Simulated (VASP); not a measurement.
# ScPt (R-3m) in VASP: a series of runs

ScPt is run at these levels: LDA; tasks: electric field gradients.

Program: VASP 6.6.1. These are calculated values, not measurements. Logs are shortened: lines on timing, memory, paths and dates and some standing lists are left out, and cuts for length are marked.

### Step 1. The cell of the first run

It takes space group R-3m (No. 166, trigonal). The conventional cell has a = 4.648 Å, b = 4.648 Å, c = 5.607 Å, α = 90.00°, β = 90.00°, γ = 120.00°. Within 3.7 Å of Sc (site symmetry -3m) lie 8 Pt at 2.80 to 2.84 Å and 6 Sc at 3.27 Å. Pt (site symmetry -3m) has 8 Sc at 2.80 to 2.84 Å and 6 Pt at 3.27 Å within 3.7 Å.

### Step 2. Electric field gradients, LDA (equal xy, yz and zx shear strains of -1 %)

Input file INCAR:

```
PREC = Accurate
ENCUT = 520
EDIFF = 1E-8
ISMEAR = -1
SIGMA = 0.05
LREAL = F
LASPH = T
NELM = 80
ALGO = Normal
ISIF = 2
LWAVE = F
LCHARG = F
GGA = CA
LEFG = T
NBANDS = 18
```

Input file KPOINTS:

```
regular mesh
0
Gamma
  10 10 10
```

Input file POSCAR:

```
ScPt
1.0
    3.2700000000     -0.0163500000     -0.0163500000
   -0.0163500000      3.2700000000     -0.0163500000
   -0.0163500000     -0.0163500000      3.2700000000
Sc Pt
1 1
Direct
    0.5000000000      0.5000000000      0.5000000000
    0.0000000000      0.0000000000      0.0000000000
```

Potentials or basis: VASP PAW LDA potentials, release 64 (Sc_sv, Pt).

Started as:

```console
cat potpaw_LDA.64/Sc_sv/POTCAR potpaw_LDA.64/Pt/POTCAR > POTCAR
mpirun -np 1 vasp_std > vasp.out
```

OUTCAR:

```text
PREC = Accurate
   ENCUT = 520
   EDIFF = 1E-8
   ISMEAR = -1
   LREAL = F
   LASPH = T
   NELM = 80
   ISIF = 2
   GGA = CA

 ion  position               nearest neighbor table
   1  0.500  0.500  0.500-   2 2.80   2 2.80   2 2.84   2 2.84   2 2.84   2 2.84   2 2.84   2 2.84

   2  0.000  0.000  0.000-   1 2.80   1 2.80   1 2.84   1 2.84   1 2.84   1 2.84   1 2.84   1 2.84

  LATTYP: Found a trigonal (rhomboedric) cell.
 ALAT       =     3.2700817490
 COS(alpha) =    -0.0099745013

  Lattice vectors:

 A1 = (   3.2700000000,  -0.0163500000,  -0.0163500000)
 A2 = (  -0.0163500000,   3.2700000000,  -0.0163500000)
 A3 = (  -0.0163500000,  -0.0163500000,   3.2700000000)

Analysis of symmetry for initial positions (statically):
=====================================================================
 Subroutine PRICEL returns:
 Original cell was already a primitive cell.

 Routine SETGRP: Setting up the symmetry group for a
 trigonal (rhombohedral) supercell.

 Subroutine GETGRP returns: Found 12 space group operations
 (whereof 12 operations were pure point group operations)
 out of a pool of 12 trial point group operations.

The static configuration has the point symmetry D_3d.

Analysis of symmetry for dynamics (positions and initial velocities):
=====================================================================
 Subroutine PRICEL returns:
 Original cell was already a primitive cell.

 Routine SETGRP: Setting up the symmetry group for a
 trigonal (rhombohedral) supercell.

 Subroutine GETGRP returns: Found 12 space group operations
 (whereof 12 operations were pure point group operations)
 out of a pool of 12 trial point group operations.

The dynamic configuration has the point symmetry D_3d.

 Subroutine INISYM returns: Found 12 space group operations
 (whereof 12 operations are pure point group operations),
 and found     1 'primitive' translations

----------------------------------------------------------------------------------------

                                     Primitive cell

  volume of cell :      34.9632

  direct lattice vectors                    reciprocal lattice vectors
     3.270000000 -0.016350000 -0.016350000     0.305825766  0.001536813  0.001536813
    -0.016350000  3.270000000 -0.016350000     0.001536813  0.305825766  0.001536813
    -0.016350000 -0.016350000  3.270000000     0.001536813  0.001536813  0.305825766

  length of vectors
     3.270081749  3.270081749  3.270081749     0.305833488  0.305833488  0.305833488

  position of ions in fractional coordinates (direct lattice)
     0.500000000  0.500000000  0.500000000
     0.000000000  0.000000000  0.000000000

  ion indices of the primitive-cell ions
   primitive index   ion index
                 1           1
                 2           2

----------------------------------------------------------------------------------------

 KPOINTS: regular mesh

Automatic generation of k-mesh.
 Grid dimensions read from file:
 generate k-points for:   10   10   10

 Generating k-lattice:

  Cartesian coordinates                     Fractional coordinates (reciprocal lattice)
     0.030582577  0.000153681  0.000153681     0.100000000  0.000000000  0.000000000
     0.000153681  0.030582577  0.000153681     0.000000000  0.100000000  0.000000000
     0.000153681  0.000153681  0.030582577     0.000000000  0.000000000  0.100000000

  Length of vectors
     0.030583349  0.030583349  0.030583349

  Shift w.r.t. Gamma in fractional coordinates (k-lattice)
     0.000000000  0.000000000  0.000000000

 Subroutine IBZKPT returns following result:
 ===========================================

 Found    116 irreducible k-points:

 Following reciprocal coordinates:
            Coordinates               Weight
  0.000000  0.000000  0.000000      1.000000
  0.100000  0.000000  0.000000      6.000000
  0.200000  0.000000  0.000000      6.000000
  0.300000  0.000000  0.000000      6.000000
  0.400000 -0.000000 -0.000000      6.000000
  0.500000 -0.000000  0.000000      3.000000
[... 16 lines left out ...]
  0.300000  0.300000  0.000000      6.000000
  0.400000  0.300000  0.000000     12.000000
 [... further k-points ...]
   k-points           NKPTS =    116   k-points in BZ     NKDIM =    116   number of bands    NBANDS=     18
   number of dos      NEDOS =    301   number of ions     NIONS =      2
   total plane-waves  NPLWV =  13824
   dimension x,y,z NGX =    24 NGY =   24 NGZ =   24
   dimension x,y,z NGXF=    48 NGYF=   48 NGZF=   48
   ions per type =               1   1
   NGX,Y,Z   is equivalent  to a cutoff of  12.20, 12.20, 12.20 a.u.
   NGXF,Y,Z  is equivalent  to a cutoff of  24.40, 24.40, 24.40 a.u.
 SYSTEM =  unknown system
   PREC   = accura    normal or accurate (medium, high low for compatibility)
   ISTART =      0    job   : 0-new  1-cont  2-samecut
   ICHARG =      2    charge: 1-file 2-atom 10-const
   ISPIN  =      1    spin polarized calculation?
   LNONCOLLINEAR =      F non collinear calculations
   LSORBIT =      F    spin-orbit coupling
   LASPH  =      T    aspherical Exc in radial PAW
   ENCUT  =  520.0 eV  38.22 Ry    6.18 a.u.   6.08  6.08  6.08*2*pi/ulx,y,z
   NELM   =     80;   NELMIN=  2; NELMDL= -5     # of ELM steps
   EDIFF  = 0.1E-07   stopping-criterion for ELM
   LREAL  =      F    real-space projection
   EDIFFG = 0.1E-06   stopping-criterion for IOM
   NSW    =      0    number of steps for IOM
   IBRION =     -1    ionic relax: 0-MD 1-quasi-New 2-CG
   NFREE  =      0    steps in history (QN), initial steepest desc. (CG)
   ISIF   =      2    stress and relaxation
   ISYM   =      2    0-nonsym 1-usesym 2-fastsym
   POTIM  = 0.5000    time-step for ionic-motion
   TEBEG  =    0.0;   TEEND  =   0.0 temperature during run
   PSTRESS=    0.0 pullay stress
   NELECT =      21.0000    total number of electrons
   NUPDOWN=      -1.0000    fix difference up-down
   EMIN   =  10.00;   EMAX   =-10.00  energy-range for DOS
   EFERMI =   0.00;   METHOD = LEGACY
   ISMEAR =    -1;   SIGMA  =   0.05  broadening in eV -4-tet -1-fermi 0-gaus
   EFERMI_NEDOS =   21; number of points for ismear=-14 and -15
   IALGO  =     38    algorithm
   IMIX   =      4    mixing-type and parameters
     AMIX     =   0.40;   BMIX     =  1.00
     AMIX_MAG =   1.60;   BMIX_MAG =  1.00
  volume/ion in A,a.u.               =      17.48       117.97
  Fermi-wavevector in a.u.,A,eV,Ry     =   1.381267  2.610217 25.958547  1.907899
  Thomas-Fermi vector in A             =   2.506067
   LORBIT       =      0    0 simple, 1 ext, 2 COOP (PROOUT), +10 PAW based schemes
   GGA     = CA    functional components
   LHFCALC =     F    Hartree Fock is set to
   AEXX    =    0.0000 exact exchange contribution
   IVDW    =     0    specifies the selected vdW correction
   LEPSILON=     F    determine dielectric tensor
   LRPA    =     F    only Hartree local field effects (RPA)
 non-spin polarized calculation
  energy-cutoff  :      520.00
  volume of cell :       34.96
 maximum number of plane-waves:       957
   NGX = 13   NGY = 13   NGZ = 13

 number of electron      20.9999993 magnetization

 Free energy of the ion-electron system (eV)
  ---------------------------------------------------
  ext. energy  EPLUGINS =         0.00000000
  ---------------------------------------------------
  free energy    TOTEN  =       -16.65183011 eV

  energy without entropy =      -16.63717594  energy(sigma->0) =      -16.64450302

 E-fermi :   7.8680     XC(G=0): -12.2391

 val. band max:        7.8655379369   @ k =   0.4000  -0.0000  -0.0000
 cond. band min:       7.9038646573   @ k =   0.4000   0.2000   0.2000
 fundamental gap:      0.0383267204
 Fermi energy:         7.8680466183

 k-point     1 :       0.0000    0.0000    0.0000
  band No.  band energies     occupation
      1     -41.3694      2.00000
      2     -20.2436      2.00000
      3     -20.2389      2.00000
      4     -20.2389      2.00000
      5      -0.2367      2.00000
      6       2.6138      2.00000
[... 10 lines left out ...]
     17      15.1338      0.00000
     18      15.1848      0.00000
[... 463 lines left out ...]
 k-point    24 :       0.4000    0.3000    0.0000
  band No.  band energies     occupation
      1     -41.3346      2.00000
      2     -20.4367      2.00000
      3     -20.3710      2.00000
      4     -20.2132      2.00000
      5       2.3297      2.00000
      6       3.0437      2.00000
[... 10 lines left out ...]
     17      15.4833      0.00000
     18      18.8898      0.00000

 [... further k-points ...]

------------------------ aborting loop because EDIFF is reached ----------------------------------------

  FORCE on cell =-STRESS in cart. coord.  units (eV):
  Direction    XX          YY          ZZ          XY          YZ          ZX
  --------------------------------------------------------------------------------------
  -------------------------------------------------------------------------------------
  Total       -1.0462186     -1.0462186     -1.0462186      0.1112290      0.1112290      0.1112290
  in kB      -47.9426945    -47.9426945    -47.9426945      5.0970399      5.0970399      5.0970399
  external PRESSURE =     -47.9426945 kB  Pullay stress =       0.0000000 kB

 VOLUME and BASIS-vectors are now :
 -----------------------------------------------------------------------------
  energy-cutoff  :      520.00
  volume of cell :       34.96
      direct lattice vectors                 reciprocal lattice vectors
     3.270000000 -0.016350000 -0.016350000     0.305825766  0.001536813  0.001536813
    -0.016350000  3.270000000 -0.016350000     0.001536813  0.305825766  0.001536813
    -0.016350000 -0.016350000  3.270000000     0.001536813  0.001536813  0.305825766

 POSITION                                       TOTAL-FORCE (eV/Angst)
 -----------------------------------------------------------------------------------
      1.61865      1.61865      1.61865        -0.000000      0.000000      0.000000
      0.00000      0.00000      0.00000         0.000000     -0.000000      0.000000
 -----------------------------------------------------------------------------------
    total drift:                                0.000000      0.000000     -0.000000

  FREE ENERGIE OF THE ION-ELECTRON SYSTEM (eV)
  ---------------------------------------------------
  free  energy   TOTEN  =       -16.6518301098 eV

  energy  without entropy=      -16.6371759389  energy(sigma->0) =      -16.64450302

 Electric field gradients (V/A^2)
---------------------------------------------------------------------
 ion       V_xx      V_yy      V_zz      V_xy      V_xz      V_yz
---------------------------------------------------------------------
   1       0.000     0.000     0.000    -0.666    -0.666    -0.666
   2       0.000     0.000     0.000     6.009     6.009     6.009
---------------------------------------------------------------------

 Electric field gradients after diagonalization (V/A^2)
 (convention: |V_zz| > |V_xx| > |V_yy|)
----------------------------------------------------------------------
 ion       V_xx      V_yy      V_zz     asymmetry (V_yy - V_xx)/ V_zz
----------------------------------------------------------------------
   1       0.666     0.666    -1.332       0.000
   2      -6.009    -6.009    12.019       0.000
----------------------------------------------------------------------

           NMR quadrupolar parameters

 Cq : quadrupolar parameter    Cq=e*Q*V_zz/h
 eta: asymmetry parameters     (V_yy - V_xx)/ V_zz
 Q  : nuclear electric quadrupole moment in mb (millibarn)
----------------------------------------------------------------------
 ion       Cq(MHz)       eta       Q (mb)
----------------------------------------------------------------------
   1      -0.003       0.000       1.000
   2       0.029       0.000       1.000
----------------------------------------------------------------------
```

Wall time 24 s (1 thread of AMD EPYC 9R45 (Zen 5), shared host); peak memory 0.16 GiB.

Results:

```
Free energy                             : -16.6518 eV
Pressure                                : -4.8 GPa
Band gap on the k mesh                  : zero (an odd number of electrons rules out a gap without spin polarisation)
Largest electric field gradient by atom : Sc -1.3; Pt +12.0 V/Å²
```

Stress tensor (GPa, compression positive):
```
-4.79  0.51  0.51
 0.51 -4.79  0.51
 0.51  0.51 -4.79
```

Levels at points of the mesh, in eV from the Fermi level:
| k point | band 8 | band 9 | band 10 | band 11 | band 12 | band 13 |
| --- | --- | --- | --- | --- | --- | --- |
| (0.00, 0.00, 0.00) | -2.94 | -2.83 | -2.83 | 1.41 | 1.41 | 3.39 |
| (0.50, 0.00, 0.00) | -3.26 | -3.24 | -2.46 | -0.92 | -0.17 | 1.12 |
| (0.50, 0.50, 0.00) | -3.90 | -1.62 | -0.84 | 0.25 | 0.39 | 1.91 |
| (0.50, 0.50, 0.50) | -1.56 | -1.56 | -1.46 | -1.46 | -1.38 | 3.05 |

Electric field gradients, principal values (V/Å²):
| atom | least | middle | greatest (by size) |
| --- | --- | --- | --- |
| 1 Sc | 0.666 | 0.666 | -1.332 |
| 2 Pt | -6.009 | -6.009 | 12.019 |

Caveat: the cell differs from its parent crystal (equal xy, yz and zx shear strains of -1 %); the cell stands under tension; without QUAD_EFG the Cq values of the log hold for a quadrupole moment of 1 mb, not for the nuclei; spin-orbit coupling is left out, which moves the levels of the heavy elements.

(Continued in part 2 of 2.)

The gap in the log of VASP goes by the Fermi energy; the results here count the filled bands.